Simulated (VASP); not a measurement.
Write the native input for VASP 6.6.1 that does the following.

| Item | Value |
| --- | --- |
| Task | single point |
| Functional | PBE |
| Potentials or basis | VASP PAW PBE potentials, release 64 (Lu, F) |
| Cutoff | 520 eV |
| k mesh | 6 × 6 × 6 |
| Occupations | gaussian, width 0.1 eV |
| Spin | no spin polarisation |
| Dipole correction | no |
| Further INCAR settings | ALGO = Normal; EDIFF = 1e-06; NBANDS = 34 |

The structure of LuF4 lies in POSCAR:

```
LuF4
1.0
    2.9455268600      1.7006007300      2.6492363300
   -2.9455268600      1.7006007300      2.6492363300
    0.0000000000     -3.4012014600      2.6492363300
Lu F
1 4
Direct
    0.2063000000      0.2063000000      0.2063000000
    0.9687091700      0.9687091700      0.9687091700
    0.3077927300      0.7854021900      0.3077927300
    0.3077927300      0.3077927300      0.7854021900
    0.7854021900      0.3077927300      0.3077927300
```

The cell was built from a structure type or drawn by symmetry, and may not be a known phase.

The input as run:

INCAR

```
PREC = Accurate ; ENCUT = 520
EDIFF = 1E-6 ; ISMEAR = 0
SIGMA = 0.1 ; LREAL = False
LASPH = True ; NELM = 100
ALGO = Normal ; ISIF = 2
LWAVE = False ; LCHARG = True
GGA = PE ; LELF = True
LVHAR = True ; NBANDS = 34
```

KPOINTS

```
regular mesh
0
Gamma
  6 6 6
```

Potentials or basis: VASP PAW PBE potentials, release 64 (Lu, F).

Run with:

```console
$ cat potpaw_PBE.64/Lu/POTCAR potpaw_PBE.64/F/POTCAR > POTCAR
$ mpirun -np 1 vasp_std > vasp.out
```

It gave:

| Item | Value |
| --- | --- |
| Pressure | 23.9 GPa |
| Largest force | 8.979 eV/Å |
| Band gap on the k mesh | zero (an odd number of electrons rules out a gap without spin polarisation) |

Caveat: the cell stands under pressure; spin-orbit coupling is left out, which moves the levels of the heavy elements; an odd number of electrons without spin polarisation forces a metal; a magnetic or distorted state may lie lower.

Wall time 60 s on 1 thread of Intel(R) Xeon(R) 6975P-C (Granite Rapids) (shared host), peak memory 0.23 GiB.
